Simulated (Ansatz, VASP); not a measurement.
# Two plane-wave programs on Rb

```
Rb
1.0
     0.00000    3.63988    3.63988
     3.63988    0.00000    3.63988
     3.63988    3.63988    0.00000
Rb
1
Direct
  0.00000 0.00000 0.00000
```

Alike in both runs: task single point; functional LDA; k mesh 8 × 8 × 8; occupations gaussian, width 0.05 eV; no spin polarisation.

|  | VASP | Ansatz |
| --- | --- | --- |
| version | VASP 6.6.1 | Ansatz 0.2.0 |
| potentials or method | VASP PAW LDA potentials, release 64 (Rb_sv), cutoff 500 eV | scalar-relativistic, plane waves, PAW |
| valence electrons in the cell | 9 | 9 |

|  | VASP | Ansatz | Ansatz less VASP |
| --- | --- | --- | --- |
| gap on the k mesh at the Fermi level (eV) | none | none | - |
| pressure (GPa) | -0.5 | -0.5 | 0.00 |

LDA's correlation is that of Perdew and Zunger in VASP and of Perdew and Wang (1992) in Ansatz. A gap of «none» marks a metal or a gap that the smearing closes.
